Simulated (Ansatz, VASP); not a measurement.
# C: VASP beside Ansatz

The input INCAR:

```
ALGO = Normal
EDIFF = 1E-7
EDIFFG = -0.01
ENCUT = 600
GGA = PE
IBRION = 2
ISIF = 3
ISMEAR = 0
LASPH = True
LCHARG = False
LREAL = False
LWAVE = False
NELM = 60
NSW = 80
PREC = Accurate
SIGMA = 0.1
```

File KPOINTS:

```
k-points
0
Gamma
  3 3 1
```

The input POSCAR:

```
C
1.0
    1.2280479700     -2.1270618200      0.0000000000
    1.2280479700      2.1270618200      0.0000000000
    0.0000000000      0.0000000000      7.1732677600
C
4
Direct
    0.0833794600      0.9166205400      0.7531376000
    0.5833794600      0.4166205400      0.2468624000
    0.9166205400      0.0833794600      0.2468624000
    0.4166205400      0.5833794600      0.7531376000
```

Input for Ansatz:

```yaml
crystal:
  lattice:
    - [1.22804797, -2.12706182, 0.0]
    - [1.22804797, 2.12706182, 0.0]
    - [0.0, 0.0, 7.17326776]
  atoms:
    - { symbol: C, position: [0.08337946, 0.91662054, 0.7531376] }
    - { symbol: C, position: [0.58337946, 0.41662054, 0.2468624] }
    - { symbol: C, position: [0.91662054, 0.08337946, 0.2468624] }
    - { symbol: C, position: [0.41662054, 0.58337946, 0.7531376] }
basis:
  ecutwfc: 420
kpoints:
  mp_grid: { grid: [3, 3, 1] }
hamiltonian:
  xc: pbe
scf:
  occupations: { method: gaussian, width: 0.1 }
output:
  forces: true
  stress: true
  eigenvalues: true
relax:
  adjacent_minimum: "off"
  f_tol: 0.01
  max_steps: 60
  cell: { stress_tol: 0.05 }
```

Alike in both runs: task relaxation of cell and atoms; functional PBE; k mesh 3 × 3 × 1; occupations gaussian, width 0.1 eV; no spin polarisation.

```csv
,VASP,Ansatz
version,VASP 6.6.1,Ansatz 0.2.0
potentials or method,"VASP PAW PBE potentials, release 64 (C), cutoff 600 eV","scalar-relativistic, plane waves, PAW"
valence electrons in the cell,16,16
```

```tsv
	VASP	Ansatz	Ansatz less VASP
gap on the k mesh at the Fermi level, each at its own relaxed structure (eV)	0.53	0.50	-0.031
relaxed volume (Å³/atom)	8.72	8.80	+0.081
relaxed cell length with the largest relative difference (Å)	6.572	6.635	+0.0624
```

The k mesh is coarse, so the values compare programs but aren't converged.
